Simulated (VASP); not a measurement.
Input of a VASP 6.6.1 run:

INCAR

```
PREC     = Accurate       # precision mode
ENCUT    = 1340           # plane-wave cutoff, eV
EDIFF    = 1E-6           # SCF threshold, eV
ISMEAR   = 0              # smearing method
SIGMA    = 0.01           # smearing width, eV
LREAL    = F              # projectors in reciprocal space
LASPH    = T              # aspherical terms in the spheres
NELM     = 120            # most SCF steps
ALGO     = Normal         # electronic algorithm
ISIF     = 2              # what is computed and relaxed
LWAVE    = F              # write WAVECAR
LCHARG   = F              # write CHGCAR
GGA      = PE             # functional
NBANDS   = 15             # bands
GGA_COMPAT= F
```

File KPOINTS:

```
Automatic mesh
0
Gamma
  8 8 8
```

POSCAR

```
BaO
1.0
    0.0000000000      2.7869987736      2.7869987736
    2.7869987736      0.0000000000      2.7869987736
    2.7869987736      2.7869987736      0.0000000000
Ba O
1 1
Direct
    0.0000000000      0.0000000000      0.0000000000
    0.5000000000      0.5000000000      0.5000000000
```

Potentials or basis: VASP PAW PBE potentials, release 64 (Ba_sv, O_h).

The run is started by

```sh
$ cat potpaw_PBE.64/Ba_sv/POTCAR potpaw_PBE.64/O_h/POTCAR > POTCAR
$ mpirun -np 1 vasp_std > vasp.out
```

(1) Predict the pressure.

(2) Predict the band gap on the k mesh.

## Answers

(1) 1.5 GPa.

(2) 2.04 eV.

Caveat: spin-orbit coupling is left out, which moves the levels of the heavy elements.
